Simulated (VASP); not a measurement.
Wanted: the native input for a VASP 6.6.1 run.

| Item | Value |
| --- | --- |
| Task | single point |
| Functional | PBE |
| Potentials or basis | VASP PAW PBE potentials, release 64 (Yb, H) |
| Cutoff | 520 eV |
| k mesh | 9 × 9 × 9 |
| Occupations | fermi-dirac, width 0.05 eV |
| Spin | collinear spin, ferromagnetic start |
| Starting moments | [1.0, 0.0, 0.0, 0.0] μB |
| Dipole correction | no |
| Further INCAR settings | ALGO = Normal; EDIFF = 1e-07; NBANDS = 26 |

The structure of YbH3 lies in POSCAR:

```
YbH3
1.0
    0.0000000000      2.6049710000      2.6049710000
    2.6049710000      0.0000000000      2.6049710000
    2.6049710000      2.6049710000      0.0000000000
Yb H
1 3
Direct
    0.0000000000      0.0000000000      0.0000000000
    0.5000000000      0.5000000000      0.5000000000
    0.2500000000      0.2500000000      0.2500000000
    0.7500000000      0.7500000000      0.7500000000
```

These files were run (other wordings do the same):

INCAR

```
SYSTEM = YbH3
ALGO = Normal
EDIFF = 1E-7
ENCUT = 520
GGA = PE
ISIF = 2
ISMEAR = -1
ISPIN = 2
LASPH = .TRUE.
LCHARG = .FALSE.
LMAXMIX = 6
LORBIT = 11
LREAL = .FALSE.
LWAVE = .FALSE.
MAGMOM = 1 0 0 0
NBANDS = 26
NELM = 150
PREC = Accurate
SIGMA = 0.05
```

KPOINTS

```
k-points
0
G
  9 9 9
  0 0 0
```

Potentials or basis: VASP PAW PBE potentials, release 64 (Yb, H).

Launch:

```console
$ cat potpaw_PBE.64/Yb/POTCAR potpaw_PBE.64/H/POTCAR > POTCAR
$ mpirun -np 1 vasp_std > vasp.out
```

Results of the run:

The pressure is -5.4 GPa. The net moment is 0.18 μB per cell, the site moments are Yb +0.16; H +0.00 μB and the valence electrons inside the program's atomic spheres are Yb 22.05; H 0.46, 0.55 (each value once).

Caveat: the cell stands under tension.

It took 2.1 min on 1 thread of AMD EPYC 7R13 Processor (Zen 3) (shared host), peak memory 0.19 GiB.
